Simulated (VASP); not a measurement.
# SnSe2 (C2/m) in VASP: notebook, part 2 of 2

VASP 6.6.1. Earlier steps stand in the parts before.

**5. Single point, PBE (strain -0.0750 x Voigt [0, 1, 0, 0, 0, 0])**

File INCAR:

```
SYSTEM = SnSe2
PREC = Accurate
ENCUT = 520
EDIFF = 1E-7
ISMEAR = 0
SIGMA = 0.05
LREAL = .False.
LASPH = .True.
NELM = 80
ALGO = Normal
ISIF = 2
LWAVE = .False.
LCHARG = .False.
GGA = PE
NBANDS = 20
```

File KPOINTS:

```
Automatic mesh
0
Gamma
  12 12 6
  0 0 0
```

File POSCAR:

```
SnSe2
1.0
    3.8109987816      0.0000000000      0.0000000000
   -1.9054993908      3.0528901267      0.0000000000
    0.0000000000      0.0000000000      6.1370000000
Sn Se
1 2
Direct
    0.0000000000      0.0000000000      0.0000000000
    0.3333333333      0.6666666667      0.2500000000
    0.6666666667      0.3333333333      0.7500000000
```

Potentials or basis: VASP PAW PBE potentials, release 64 (Sn_d, Se).

On the command line:

```
$ cat potpaw_PBE.64/Sn_d/POTCAR potpaw_PBE.64/Se/POTCAR > POTCAR
$ mpirun -np 1 vasp_std > vasp.out
```

OUTCAR:

```text
SYSTEM = SnSe2
   PREC = Accurate
   ENCUT = 520
   EDIFF = 1E-7
   ISMEAR = 0
   LREAL = .False.
   LASPH = .True.
   NELM = 80
   ISIF = 2
   GGA = PE

 ion  position               nearest neighbor table
   1  0.000  0.000  0.000-   2 2.55   3 2.55   3 2.65   2 2.65   3 2.65   2 2.65
   2  0.333  0.667  0.250-   1 2.55   1 2.65   1 2.65
   3  0.667  0.333  0.750-   1 2.55   1 2.65   1 2.65

  Warning from LATTYP: Monoclinic adjustment (A1->A3, A2->A1, A3->A2)!
  LATTYP: Found a base centered orthorhombic cell.
 ALAT       =     3.8109987816
 B/A-ratio  =     1.6021469970
 C/A-ratio  =     1.6103390087

  Lattice vectors:

 A1 = (   1.9054993908,  -3.0528901267,   0.0000000000)
 A2 = (   1.9054993908,   3.0528901267,   0.0000000000)
 A3 = (   0.0000000000,   0.0000000000,   6.1370000000)

Analysis of symmetry for initial positions (statically):
=====================================================================
 Subroutine PRICEL returns:
 Original cell was already a primitive cell.

 Routine SETGRP: Setting up the symmetry group for a
 base centered orthorhombic supercell.

 Subroutine GETGRP returns: Found  4 space group operations
 (whereof  4 operations were pure point group operations)
 out of a pool of  8 trial point group operations.

The static configuration has the point symmetry C_2h.

Analysis of symmetry for dynamics (positions and initial velocities):
=====================================================================
 Subroutine PRICEL returns:
 Original cell was already a primitive cell.

 Routine SETGRP: Setting up the symmetry group for a
 base centered orthorhombic supercell.

 Subroutine GETGRP returns: Found  4 space group operations
 (whereof  4 operations were pure point group operations)
 out of a pool of  8 trial point group operations.

The dynamic configuration has the point symmetry C_2h.

 Subroutine INISYM returns: Found  4 space group operations
 (whereof  4 operations are pure point group operations),
 and found     1 'primitive' translations

----------------------------------------------------------------------------------------

                                     Primitive cell

  volume of cell :      71.4013

  direct lattice vectors                    reciprocal lattice vectors
     3.810998782  0.000000000  0.000000000     0.262398405  0.163779232  0.000000000
    -1.905499391  3.052890127  0.000000000     0.000000000  0.327558464  0.000000000
     0.000000000  0.000000000  6.137000000     0.000000000  0.000000000  0.162946065

  length of vectors
     3.810998782  3.598758960  6.137000000     0.309316277  0.327558464  0.162946065

  position of ions in fractional coordinates (direct lattice)
     0.000000000  0.000000000  0.000000000
     0.333333333  0.666666667  0.250000000
     0.666666667  0.333333333  0.750000000

  ion indices of the primitive-cell ions
   primitive index   ion index
                 1           1
                 2           2
                 3           3

----------------------------------------------------------------------------------------

 KPOINTS: Automatic mesh

Automatic generation of k-mesh.
 Grid dimensions read from file:
 generate k-points for:   12   12    6

 Generating k-lattice:

  Cartesian coordinates                     Fractional coordinates (reciprocal lattice)
     0.021866534  0.013648269  0.000000000     0.083333333 -0.000000000  0.000000000
     0.000000000  0.027296539  0.000000000     0.000000000  0.083333333  0.000000000
     0.000000000  0.000000000  0.027157677     0.000000000  0.000000000  0.166666667

  Length of vectors
     0.025776356  0.027296539  0.027157677

  Shift w.r.t. Gamma in fractional coordinates (k-lattice)
     0.000000000  0.000000000  0.000000000

 Subroutine IBZKPT returns following result:
 ===========================================

 Found    242 irreducible k-points:

 Following reciprocal coordinates:
            Coordinates               Weight
  0.000000  0.000000  0.000000      1.000000
  0.083333 -0.000000  0.000000      4.000000
  0.166667 -0.000000  0.000000      4.000000
  0.250000 -0.000000  0.000000      4.000000
  0.333333 -0.000000  0.000000      4.000000
  0.416667 -0.000000  0.000000      4.000000
[... 16 lines left out ...]
  0.333333  0.166667  0.000000      4.000000
  0.416667  0.166667  0.000000      4.000000
 [... further k-points ...]
   k-points           NKPTS =    242   k-points in BZ     NKDIM =    242   number of bands    NBANDS=     20
   number of dos      NEDOS =    301   number of ions     NIONS =      3
   total plane-waves  NPLWV =  37632
   dimension x,y,z NGX =    28 NGY =   28 NGZ =   48
   dimension x,y,z NGXF=    56 NGYF=   56 NGZF=   96
   ions per type =               1   2
   NGX,Y,Z   is equivalent  to a cutoff of  12.21, 12.93, 13.00 a.u.
   NGXF,Y,Z  is equivalent  to a cutoff of  24.43, 25.87, 26.01 a.u.
 SYSTEM =  SnSe2
   PREC   = accura    normal or accurate (medium, high low for compatibility)
   ISTART =      0    job   : 0-new  1-cont  2-samecut
   ICHARG =      2    charge: 1-file 2-atom 10-const
   ISPIN  =      1    spin polarized calculation?
   LNONCOLLINEAR =      F non collinear calculations
   LSORBIT =      F    spin-orbit coupling
   LASPH  =      T    aspherical Exc in radial PAW
   ENCUT  =  520.0 eV  38.22 Ry    6.18 a.u.   7.09  6.69 11.41*2*pi/ulx,y,z
   NELM   =     80;   NELMIN=  2; NELMDL= -5     # of ELM steps
   EDIFF  = 0.1E-06   stopping-criterion for ELM
   LREAL  =      F    real-space projection
   EDIFFG = 0.1E-05   stopping-criterion for IOM
   NSW    =      0    number of steps for IOM
   IBRION =     -1    ionic relax: 0-MD 1-quasi-New 2-CG
   NFREE  =      0    steps in history (QN), initial steepest desc. (CG)
   ISIF   =      2    stress and relaxation
   ISYM   =      2    0-nonsym 1-usesym 2-fastsym
   POTIM  = 0.5000    time-step for ionic-motion
   TEBEG  =    0.0;   TEEND  =   0.0 temperature during run
   PSTRESS=    0.0 pullay stress
   NELECT =      26.0000    total number of electrons
   NUPDOWN=      -1.0000    fix difference up-down
   EMIN   =  10.00;   EMAX   =-10.00  energy-range for DOS
   EFERMI =   0.00;   METHOD = LEGACY
   ISMEAR =     0;   SIGMA  =   0.05  broadening in eV -4-tet -1-fermi 0-gaus
   EFERMI_NEDOS =   21; number of points for ismear=-14 and -15
   IALGO  =     38    algorithm
   IMIX   =      4    mixing-type and parameters
     AMIX     =   0.40;   BMIX     =  1.00
     AMIX_MAG =   1.60;   BMIX_MAG =  1.00
  volume/ion in A,a.u.               =      23.80       160.61
  Fermi-wavevector in a.u.,A,eV,Ry     =   1.169043  2.209171 18.594567  1.366662
  Thomas-Fermi vector in A             =   2.305522
   LORBIT       =      0    0 simple, 1 ext, 2 COOP (PROOUT), +10 PAW based schemes
   GGA     = PE    functional components
   LHFCALC =     F    Hartree Fock is set to
   AEXX    =    0.0000 exact exchange contribution
   IVDW    =     0    specifies the selected vdW correction
   LEPSILON=     F    determine dielectric tensor
   LRPA    =     F    only Hartree local field effects (RPA)
 non-spin polarized calculation
 Gauss-broadening in eV      SIGMA  =   0.05
  energy-cutoff  :      520.00
  volume of cell :       71.40
 maximum number of plane-waves:      1952
   NGX = 15   NGY = 13   NGZ = 23

 number of electron      26.0000000 magnetization

 Free energy of the ion-electron system (eV)
  ---------------------------------------------------
  ext. energy  EPLUGINS =         0.00000000
  ---------------------------------------------------
  free energy    TOTEN  =       -11.36758191 eV

  energy without entropy =      -11.36758191  energy(sigma->0) =      -11.36758191

 E-fermi :   5.3480     XC(G=0):  -9.8119

 val. band max:        5.1726047306   @ k =   0.1667  -0.0000   0.1667
 cond. band min:       5.5178865472   @ k =   0.0000   0.5000   0.3333
 fundamental gap:      0.3452818166
 Fermi energy:         5.3479502720

 k-point     1 :       0.0000    0.0000    0.0000
  band No.  band energies     occupation
      1     -16.3603      2.00000
      2     -16.3376      2.00000
      3     -16.2827      2.00000
      4     -16.2738      2.00000
      5     -16.2565      2.00000
      6      -9.5892      2.00000
[... 12 lines left out ...]
     19      13.6326      0.00000
[... 513 lines left out ...]
      4     -16.2503      2.00000
      5     -16.2279      2.00000
      6      -7.4751      2.00000
[... 12 lines left out ...]
     19      14.3175      0.00000
     20      15.3041      0.00000

 [... further k-points ...]

------------------------ aborting loop because EDIFF is reached ----------------------------------------

  FORCE on cell =-STRESS in cart. coord.  units (eV):
  Direction    XX          YY          ZZ          XY          YZ          ZX
  --------------------------------------------------------------------------------------
  -------------------------------------------------------------------------------------
  Total        4.4949181      7.8727200      5.4035114      0.0000000      0.8166191      0.0000000
  in kB      100.8616942    176.6563606    121.2496646      0.0000000     18.3241570      0.0000000
  external PRESSURE =     132.9225731 kB  Pullay stress =       0.0000000 kB

 VOLUME and BASIS-vectors are now :
 -----------------------------------------------------------------------------
  energy-cutoff  :      520.00
  volume of cell :       71.40
      direct lattice vectors                 reciprocal lattice vectors
     3.810998782  0.000000000  0.000000000     0.262398405  0.163779232  0.000000000
    -1.905499391  3.052890127  0.000000000     0.000000000  0.327558464  0.000000000
     0.000000000  0.000000000  6.137000000     0.000000000  0.000000000  0.162946065

 POSITION                                       TOTAL-FORCE (eV/Angst)
 -----------------------------------------------------------------------------------
      0.00000      0.00000      0.00000         0.000000      0.000000      0.000000
     -0.00000      2.03526      1.53425        -0.000000      0.262754      1.411858
      1.90550      1.01763      4.60275         0.000000     -0.262754     -1.411858
 -----------------------------------------------------------------------------------
    total drift:                               -0.000000     -0.000000     -0.000000

  FREE ENERGIE OF THE ION-ELECTRON SYSTEM (eV)
  ---------------------------------------------------
  free  energy   TOTEN  =       -11.3675819075 eV

  energy  without entropy=      -11.3675819062  energy(sigma->0) =      -11.36758191
```

OSZICAR:

```text
N       E                     dE             d eps       ncg     rms          rms(c)
DAV:   1     0.209945008514E+03    0.20995E+03   -0.12273E+04  9972   0.152E+03
DAV:   2     0.121152590996E+02   -0.19783E+03   -0.19000E+03 10248   0.396E+02
DAV:   3    -0.108570656302E+02   -0.22972E+02   -0.22524E+02 11736   0.115E+02
DAV:   4    -0.116337074612E+02   -0.77664E+00   -0.77514E+00 11660   0.221E+01
DAV:   5    -0.116516531491E+02   -0.17946E-01   -0.17944E-01 13120   0.351E+00    0.594E+00
DAV:   6    -0.113990057745E+02    0.25265E+00   -0.44237E-01 14788   0.757E+00    0.381E+00
DAV:   7    -0.113679150890E+02    0.31091E-01   -0.19204E-01 12248   0.306E+00    0.952E-01
DAV:   8    -0.113671949593E+02    0.72013E-03   -0.15347E-02 12624   0.131E+00    0.326E-01
DAV:   9    -0.113675606951E+02   -0.36574E-03   -0.17842E-03 10912   0.285E-01    0.919E-02
DAV:  10    -0.113675535735E+02    0.71215E-05   -0.11632E-04 12804   0.904E-02    0.327E-02
DAV:  11    -0.113675800495E+02   -0.26476E-04   -0.41499E-05 10732   0.392E-02    0.656E-03
DAV:  12    -0.113675815164E+02   -0.14669E-05   -0.12664E-06 12736   0.944E-03    0.580E-03
DAV:  13    -0.113675818404E+02   -0.32406E-06   -0.14123E-06 10764   0.837E-03    0.175E-03
DAV:  14    -0.113675819075E+02   -0.67074E-07   -0.37519E-08  8476   0.164E-03
   1 F= -.11367582E+02 E0= -.11367582E+02  d E =-.133436E-08
```

stdout:

```text
POSCAR found type information on POSCAR SnSe
 POSCAR found :  2 types and       3 ions
 scaLAPACK will be used
 LDA part: xc-table for (Slater+PW92), standard interpolation
 POSCAR, INCAR and KPOINTS ok, starting setup
 FFT: planning ... GRIDC
 FFT: planning ... GRID_SOFT
 FFT: planning ... GRID
 WAVECAR not read
 entering main loop
```

Wall time 6.9 min (1 thread of Intel Xeon 8259CL, shared host); peak memory 0.44 GiB.

What came out:

```yaml
Free_energy: -11.3676 eV
Pressure: 13.3 GPa
Largest_force: 1.436 eV/Å
Band_gap_on_the_k_mesh: 0.35 eV (least direct gap 1.34 eV)
```

Forces in eV/Å, atoms in the order of the input:
```
Sn   0.000  0.000  0.000
Se   0.000  0.263  1.412
Se   0.000 -0.263 -1.412
```

Caveat: the cell differs from its parent crystal (strain -0.0750 x Voigt [0, 1, 0, 0, 0, 0]); the cell stands under pressure; spin-orbit coupling is left out, which moves the levels of the heavy elements; this functional lacks dispersion, which binds the layers, so the pressure and a relaxed spacing across them are unreliable; forces of over 1 eV/Å act on the atoms, so gaps and moduli don't describe the material at rest. A k mesh can miss the band edges.

**6. The runs side by side**

| cell | gap on the mesh (eV) | pressure (GPa) | largest force (eV/Å) |
| --- | --- | --- | --- |
| a = 3.811, b = 3.391, c = 6.137 Å, angles 90.0, 90.0, 124.2°, 3 atoms | none | 26.0 | 2.61 |
| a = 3.811, b = 4.247, c = 6.137 Å, angles 90.0, 90.0, 116.7°, 3 atoms | none | -2.6 | 0.14 |
| a = 3.811, b = 3.494, c = 6.137 Å, angles 90.0, 90.0, 123.0°, 3 atoms | 0.08 | 18.9 | 1.94 |
| a = 3.811, b = 3.599, c = 6.137 Å, angles 90.0, 90.0, 122.0°, 3 atoms | 0.35 | 13.3 | 1.44 |

Alike in all rows: task single point; level PBE; potentials or basis VASP PAW PBE potentials, release 64 (Sn_d, Se); no spin polarisation; k mesh 12 × 12 × 6; cutoff (eV) 520; smearing gaussian 0.05 eV.

Caveats: spin-orbit coupling is left out, which moves the levels of the heavy elements; this functional lacks dispersion, which binds the layers, so the pressure and a relaxed spacing across them are unreliable; the cell stands under pressure (at least some runs); forces of over 1 eV/Å act on the atoms, so gaps and moduli don't describe the material at rest (at least some runs); semilocal functionals underestimate gaps, so a narrow gap can read as zero (at least some runs).

Absolute energies hang on the potentials; compare differences alone.
